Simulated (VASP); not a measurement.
# LiP3 (Fdd2) in VASP: notebook, part 2 of 2

VASP 6.6.1. Earlier steps stand in the parts before.

## 3. Relaxation of cell and atoms, PBE

This run uses another cell than the first one, of 18.87 Å³/atom.

The input, INCAR:

```
ALGO = Normal
EDIFF = 1E-6
EDIFFG = -0.01
ENCUT = 600
GGA = PE
IBRION = 2
ISIF = 3
ISMEAR = 0
LASPH = True
LCHARG = False
LREAL = False
LWAVE = False
NELM = 100
NSW = 100
PREC = Accurate
SIGMA = 0.02
```

The input, KPOINTS:

```
k-points
0
Gamma
  6 6 6
```

The input, POSCAR:

```
LiP3
1.0
    0.0000000000      4.1607576045      4.4015403173
    4.1222324728      0.0000000000      4.4015403173
    4.1222324728      4.1607576045      0.0000000000
Li P
2 6
Direct
    0.1778271418      0.1778271418      0.3221728582
    0.9278271418      0.9278271418      0.0721728582
    0.3441421498      0.7556460292      0.2011883284
    0.7556460292      0.3441421498      0.6990234926
    0.5509765074      0.0488116716      0.4943539708
    0.0488116716      0.5509765074      0.9058578502
    0.6755187335      0.6755187335      0.8244812665
    0.4255187335      0.4255187335      0.5744812665
```

Potentials or basis: VASP PAW PBE potentials, release 64 (Li_sv, P).

Started as:

```sh
> cat potpaw_PBE.64/Li_sv/POTCAR potpaw_PBE.64/P/POTCAR > POTCAR
> mpirun -np 1 vasp_std > vasp.out
```

OUTCAR:

```text
EDIFF = 1E-6
   EDIFFG = -0.01
   ENCUT = 600
   GGA = PE
   IBRION = 2
   ISIF = 3
   ISMEAR = 0
   LASPH = True
   LREAL = False
   NELM = 100
   NSW = 100
   PREC = Accurate

 ion  position               nearest neighbor table
   1  0.178  0.178  0.322-   3 2.51   4 2.51   5 2.52   6 2.52
   2  0.928  0.928  0.072-   5 2.51   6 2.51   3 2.52   4 2.52
   3  0.344  0.756  0.201-   7 2.19   8 2.19   1 2.51   2 2.52
   4  0.756  0.344  0.699-   7 2.19   8 2.19   1 2.51   2 2.52
   5  0.551  0.049  0.494-   8 2.19   7 2.19   2 2.51   1 2.52
   6  0.049  0.551  0.906-   8 2.19   7 2.19   2 2.51   1 2.52
   7  0.676  0.676  0.824-   3 2.19   4 2.19   5 2.19   6 2.19
   8  0.426  0.426  0.574-   5 2.19   6 2.19   3 2.19   4 2.19

  LATTYP: Found a face centered orthorhombic cell.
 ALAT       =     8.2444649456
 B/A-ratio  =     1.0093456960
 C/A-ratio  =     1.0677564515

  Lattice vectors:

 A1 = (   0.0000000000,   4.1607576045,   4.4015403173)
 A2 = (   4.1222324728,   0.0000000000,   4.4015403173)
 A3 = (   4.1222324728,   4.1607576045,   0.0000000000)

Analysis of symmetry for initial positions (statically):
=====================================================================
 Subroutine PRICEL returns:
 Original cell was already a primitive cell.

 Routine SETGRP: Setting up the symmetry group for a
 face centered orthorhombic supercell.
[... 305 lines left out ...]

[... ionic steps 4 to 9 ...]

--------------------------------------- Ionic step       10  -------------------------------------------

 number of electron      35.9999996 magnetization

------------------------ aborting loop because EDIFF is reached ----------------------------------------
[... 79 lines left out ...]
--------------------------------------- Ionic step       12  -------------------------------------------

 number of electron      35.9999996 magnetization

 Free energy of the ion-electron system (eV)
  ---------------------------------------------------
  ext. energy  EPLUGINS =         0.00000000
  ---------------------------------------------------
  free energy    TOTEN  =       -37.84469338 eV

  energy without entropy =      -37.84469338  energy(sigma->0) =      -37.84469338

 E-fermi :   4.5495     XC(G=0):  -9.0835

 val. band max:        4.3485204406   @ k =   0.0000   0.0000   0.0000
 cond. band min:       5.1200578376   @ k =   0.0000   0.0000   0.0000
 fundamental gap:      0.7715373971
 Fermi energy:         4.5494731302

 k-point     1 :       0.0000    0.0000    0.0000
  band No.  band energies     occupation
      1     -41.1093      2.00000
      2     -41.1078      2.00000
      3     -10.3337      2.00000
      4      -7.5210      2.00000
      5      -6.1638      2.00000
      6      -6.1572      2.00000
[... 613 lines left out ...]
     22       7.1037      0.00000
     23       7.4629      0.00000

 [... further k-points ...]

------------------------ aborting loop because EDIFF is reached ----------------------------------------

  FORCE on cell =-STRESS in cart. coord.  units (eV):
  Direction    XX          YY          ZZ          XY          YZ          ZX
  --------------------------------------------------------------------------------------
  -------------------------------------------------------------------------------------
  Total       -0.0068019     -0.0015353     -0.0061431      0.0000000      0.0000000      0.0000000
  in kB       -0.0719943     -0.0162500     -0.0650208      0.0000000      0.0000000      0.0000000
  external PRESSURE =      -0.0510884 kB  Pullay stress =       0.0000000 kB
[... 23 lines left out ...]
  FREE ENERGIE OF THE ION-ELECTRON SYSTEM (eV)
  ---------------------------------------------------
  free  energy   TOTEN  =       -37.8446933765 eV

  energy  without entropy=      -37.8446933765  energy(sigma->0) =      -37.84469338

 reached required accuracy - stopping structural energy minimisation
```

Wall time 9.1 min (1 thread of Intel Xeon 6975P-C (Granite Rapids), shared host); peak memory 0.41 GiB.

What came out:

| Item | Value |
| --- | --- |
| Free energy | -37.8447 eV |
| Relaxed volume | 18.92 Å³/atom |
| Relaxed cell | a = 6.040 Å, b = 6.033 Å, c = 5.882 Å, α = 60.91°, β = 60.79°, γ = 58.31° |
| Space group after relaxing (to 0.1 Å) | I-42d (No. 122) |
| Energy gained by relaxing | 0.3 meV/atom |
| Ionic steps | 12 |
| Pressure after relaxing | 0.0 GPa |
| Largest force after relaxing | 0.009 eV/Å |
| Band gap on the k mesh | 0.77 eV |

Forces in eV/Å, atoms in the order of the input:
```
Li   0.000  0.000 -0.009
Li   0.000  0.000 -0.009
P    0.004 -0.005  0.000
P   -0.004  0.005  0.000
P   -0.004 -0.005  0.000
P    0.004  0.005  0.000
P    0.000  0.000  0.009
P    0.000  0.000  0.009
```

The path:
| step | energy change (eV) | largest force (eV/Å) | pressure (GPa) | volume (Å³) |
| --- | --- | --- | --- | --- |
| 1 | 0.0000 | 0.0840 | -0.05 | 150.99 |
| 2 | -0.0010 | 0.0381 | 0.12 | 150.85 |
| 3 | -0.0011 | 0.0283 | 0.19 | 150.80 |
| 4 | -0.0018 | 0.0098 | 0.06 | 151.24 |
| 5 | -0.0020 | 0.0102 | -0.03 | 151.54 |
| 6 | -0.0021 | 0.0114 | -0.04 | 151.56 |
| 7 | -0.0021 | 0.0220 | -0.05 | 151.58 |
| 8 | -0.0022 | 0.0194 | -0.04 | 151.55 |
| 9 | -0.0024 | 0.0129 | -0.02 | 151.48 |
| 10 | -0.0025 | 0.0154 | 0.02 | 151.33 |
| 11 | -0.0025 | 0.0110 | 0.01 | 151.36 |
| 12 | -0.0025 | 0.0091 | -0.01 | 151.37 |

Final structure:
```cif
data_structure
_symmetry_space_group_name_H-M 'P 1'
_symmetry_Int_Tables_number 1
_cell_length_a 6.0404
_cell_length_b 6.0333
_cell_length_c 5.8817
_cell_angle_alpha 60.907
_cell_angle_beta 60.786
_cell_angle_gamma 58.307
_cell_volume 151.37
loop_
_atom_site_label
_atom_site_type_symbol
_atom_site_fract_x
_atom_site_fract_y
_atom_site_fract_z
_atom_site_occupancy
Li1 Li 0.17707 0.17707 0.32293 1
Li2 Li 0.92707 0.92707 0.07293 1
P1 P 0.34697 0.75378 0.20013 1
P2 P 0.75378 0.34697 0.69911 1
P3 P 0.55089 0.04987 0.49622 1
P4 P 0.04987 0.55089 0.90303 1
P5 P 0.67531 0.67531 0.82469 1
P6 P 0.42531 0.42531 0.57469 1
```

Caveat: the cutoff is under 1.25 times the usual one of these potentials, so pressure, stress and relaxed cells hold a basis-set (Pulay) error. A k mesh can miss the band edges.
